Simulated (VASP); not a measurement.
Crystal: AgBr.

```
CELL_PARAMETERS angstrom
0.00000 2.89217 2.89217
2.89217 0.00000 2.89217
2.89217 2.89217 0.00000
ATOMIC_POSITIONS crystal
Ag 0.00000 0.00000 0.00000
Br 0.50000 0.50000 0.50000
```

Base run:

```yaml
Program: VASP 6.6.1
Functional: PBEsol
Potentials_or_basis: VASP PAW PBE potentials, release 64 (Ag, Br)
Cutoff: 500 eV
k_mesh: 7 × 7 × 7
Occupations: fermi-dirac, width 0.02 eV
Spin: no spin polarisation
```

Its results: band gap on the k mesh 0.58 eV, indirect (least direct gap 2.38 eV); pressure -2.6 GPa.

Question: The run is repeated on the same cell with these changes: functional from PBEsol to r2SCAN; cutoff from 500 eV to 550 eV. What comes out?

Answer: Band gap on the k mesh 1.32 eV, indirect (least direct gap 3.19 eV); pressure 0.0 GPa.

r2SCAN gives the wider gap, since meta-GGAs in the generalised Kohn-Sham scheme recover part of the derivative discontinuity.

Caveats: the PAW data sets were made with another functional, which shifts forces and pressure a little.

A k mesh can miss the band edges.
